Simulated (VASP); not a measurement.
Here is a VASP 6.6.1 calculation.

Contents of INCAR:

```
PREC = Accurate ; ENCUT = 520
EDIFF = 1E-6 ; ISMEAR = 0
SIGMA = 0.01 ; LREAL = False
LASPH = True ; NELM = 100
ALGO = Normal ; ISIF = 2
LWAVE = False ; LCHARG = False
NBANDS = 17
```

The input KPOINTS:

```
Automatic mesh
0
Gamma
  6 6 6
```

POSCAR

```
PbS
1.0
    2.1126617100      1.2197458000      3.4519162500
   -2.1126617100      1.2197458000      3.4519162500
    0.0000000000     -2.4394916100      3.4519162500
Pb S
1 1
Direct
    0.9805657823      0.9805657823      0.9805657782
    0.4750355513      0.4750355513      0.4750355494
```

Potentials or basis: VASP PAW LDA potentials, release 64 (Pb_d, S).

Command:

```sh
$ cat potpaw_LDA.64/Pb_d/POTCAR potpaw_LDA.64/S/POTCAR > POTCAR
$ mpirun -np 1 vasp_std > vasp.out
```

What does it give for the largest force?

0.014 eV/Å.

Estimate the pressure.

-3.7 GPa.

Estimate the band gap on the k mesh.

0.31 eV, direct.

Forces on the atoms (eV/Å):
```
Pb   0.000  0.000  0.014
S    0.000  0.000 -0.014
```

Caveat: spin-orbit coupling is left out, which moves the levels of the heavy elements. A k mesh can miss the band edges.
